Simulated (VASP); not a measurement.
A run of VASP 6.6.1:

Contents of POSCAR:

```
Sn
1.0
    0.0000000000      3.2174111744      3.2174111744
    3.2174111744      0.0000000000      3.2174111744
    3.2174111744      3.2174111744      0.0000000000
Sn
2
Direct
    0.0000000000      0.0000000000      0.0000000000
    0.2500000000      0.2500000000      0.2500000000
```

Contents of INCAR.step1:

```
  PREC = Accurate
  ENCUT = 520
  ISMEAR = -1
  SIGMA = 0.02
  LREAL = F
  LASPH = T
  NELM = 80
  NBANDS = 21
  GGA = PE
  ALGO = Normal
  EDIFF = 1E-4
  LWAVE = T
  LCHARG = F
```

File INCAR.step2:

```
  PREC = Accurate
  ENCUT = 520
  EDIFF = 1E-6
  ISMEAR = -1
  SIGMA = 0.02
  LREAL = F
  LASPH = T
  NELM = 80
  ALGO = Normal
  ISIF = 2
  LWAVE = F
  LCHARG = F
  METAGGA = R2SCAN
  LMIXTAU = T
  NBANDS = 21
  ISTART = 1
```

KPOINTS

```
Automatic mesh
0
Gamma
  6 6 6
```

Potentials or basis: VASP PAW PBE potentials, release 64 (Sn_d).

Command:

```sh
$ cat potpaw_PBE.64/Sn_d/POTCAR > POTCAR
$ cp INCAR.step1 INCAR
$ mpirun -np 1 vasp_std > vasp.out
$ cp INCAR.step2 INCAR
$ mpirun -np 1 vasp_std > vasp.out
```

Hardware: 1 thread of Intel(R) Xeon(R) Platinum 8259CL CPU @ 2.50GHz (Skylake/Cascade Lake), with other jobs on the host.

How long does it take, and how much memory?

Run time: 60 s on 1 thread of Intel(R) Xeon(R) Platinum 8259CL CPU @ 2.50GHz (Skylake/Cascade Lake), on a shared host, peak memory 0.21 GiB. Counts: k points 16.
